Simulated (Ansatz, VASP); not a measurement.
# Ta in VASP and in Ansatz

Contents of INCAR:

```
SYSTEM = Ta
PREC     = Accurate       ! precision mode
ENCUT    = 520            ! plane-wave cutoff, eV
EDIFF    = 1E-7           ! SCF threshold, eV
ISMEAR   = -1             ! smearing method
SIGMA    = 0.08           ! smearing width, eV
LREAL    = .FALSE.        ! projectors in reciprocal space
LASPH    = .TRUE.         ! aspherical terms in the spheres
NELM     = 60             ! most SCF steps
ALGO     = Normal         ! electronic algorithm
ISIF     = 2              ! what is computed and relaxed
LWAVE    = .FALSE.        ! write WAVECAR
LCHARG   = .FALSE.        ! write CHGCAR
GGA      = PS             ! functional
NBANDS   = 12             ! bands
```

KPOINTS

```
Automatic mesh
0
G
  17 17 17
  0 0 0
```

The input POSCAR:

```
Ta
1.0
   -1.6347672000      1.6347672000      1.6512800000
    1.6347672000     -1.6347672000      1.6512800000
    1.6347672000      1.6347672000     -1.6512800000
Ta
1
Direct
    0.0000000000      0.0000000000      0.0000000000
```

Input for Ansatz:

```yaml
crystal:
  lattice:
    - [-1.6347672, 1.6347672, 1.65128]
    - [1.6347672, -1.6347672, 1.65128]
    - [1.6347672, 1.6347672, -1.65128]
  atoms:
    - { symbol: Ta, position: [0.0, 0.0, 0.0] }
kpoints:
  mp_grid: { grid: [17, 17, 17] }
  band_path:
    path:
      - [0.0, 0.0, 0.0]
      - [0.0, 0.0, 0.5]
      - [0.25, 0.25, 0.25]
      - [0.0, 0.5, 0.0]
      - [0.0, 0.0, 0.0]
      - [0.5, 0.5, -0.5]
      - [0.495025, 0.504975, -0.495025]
      - [-0.495025, 0.495025, 0.495025]
      - [0.0, 0.0, 0.0]
    npoints: 5
scf:
  occupations: { method: fermi_dirac, width: 0.08 }
hamiltonian:
  xc: pbesol
  pseudopotentials: { kind: all_electron, lapw: { basis_error: 0.0005 } }
output:
  forces: true
  stress: true
  eigenvalues: true
```

Change from the starting cell: equal xx and yy strain of -1 %.

Alike in both runs: task single point; functional PBEsol; k mesh 17 × 17 × 17; occupations fermi-dirac, width 0.08 eV; no spin polarisation.

|  | VASP | Ansatz |
| --- | --- | --- |
| version | VASP 6.6.1 | Ansatz 0.2.0 |
| potentials or method | VASP PAW PBE potentials, release 64 (Ta_pv), cutoff 520 eV | all-electron LAPW, scalar-relativistic |

Ansatz gave:

```
pressure (GPa)                                                : 0.2
traceless stress, the component that is largest in VASP (GPa) : -0.77
```

Estimate VASP's values.

pressure (GPa): 0.5; traceless stress, the component that is largest in VASP (GPa): -0.77.

VASP's potentials were made for PBE, not for PBEsol. Ansatz ran all-electron here, and VASP with PAW potentials.

Neither program's run includes spin-orbit coupling.
